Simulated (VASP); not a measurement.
Here is a VASP 6.6.1 calculation.

File INCAR:

```
SYSTEM = Eu
  ALGO = Normal
  EDIFF = 1E-7
  ENCUT = 520
  GGA = CA
  ISIF = 2
  ISMEAR = -1
  ISPIN = 2
  LASPH = .TRUE.
  LCHARG = .FALSE.
  LMAXMIX = 6
  LORBIT = 11
  LREAL = .FALSE.
  LWAVE = .FALSE.
  MAGMOM = 6.925
  NBANDS = 18
  NELM = 150
  PREC = Accurate
  SIGMA = 0.1
```

KPOINTS

```
k-points
0
G
  11 11 11
  0 0 0
```

The input POSCAR:

```
Eu
1.0
   -2.0544259245      2.0544259245      2.0544259245
    2.0544259245     -2.0544259245      2.0544259245
    2.0544259245      2.0544259245     -2.0544259245
Eu
1
Direct
    0.0000000000      0.0000000000      0.0000000000
```

Potentials or basis: VASP PAW PBE potentials, release 64 (Eu).

The run is started by

```console
$ cat potpaw_PBE.64/Eu/POTCAR > POTCAR
$ mpirun -np 1 vasp_std > vasp.out
```

Task: What does it give for the site moments?

Result: Eu +6.63 μB.

Task: Estimate the net moment.

Result: 7.11 μB per cell.

Task: What does it give for the pressure?

Result: -0.3 GPa.

Caveat: the PAW data sets were made with another functional, which shifts forces and pressure a little. The state reached can hang on the start; a lower one may exist.
